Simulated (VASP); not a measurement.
A run of VASP 6.6.1 is set up as follows.

INCAR

```
ALGO = Normal
EDIFF = 1E-6
ENCUT = 520
GGA = PS
ISIF = 2
ISMEAR = -1
LASPH = True
LCHARG = False
LREAL = False
LWAVE = False
NBANDS = 20
NELM = 80
PREC = Accurate
SIGMA = 0.05
```

KPOINTS

```
k-points
0
Gamma
  8 8 8
```

The input POSCAR:

```
GaGe
1.0
    0.0000000000      2.8783947965      2.8783947965
    2.8783947965      0.0000000000      2.8783947965
    2.8783947965      2.8783947965      0.0000000000
Ge Ga
1 1
Direct
    0.0000000000      0.0000000000      0.0000000000
    0.2500000000      0.2500000000      0.2500000000
```

Potentials or basis: VASP PAW PBE potentials, release 64 (Ge_d, Ga_d).

Run with:

```sh
$ cat potpaw_PBE.64/Ge_d/POTCAR potpaw_PBE.64/Ga_d/POTCAR > POTCAR
$ mpirun -np 1 vasp_std > vasp.out
```

Problem. What does it give for the pressure?

Solution. -1.5 GPa.

Caveat: the PAW data sets were made with another functional, which shifts forces and pressure a little.
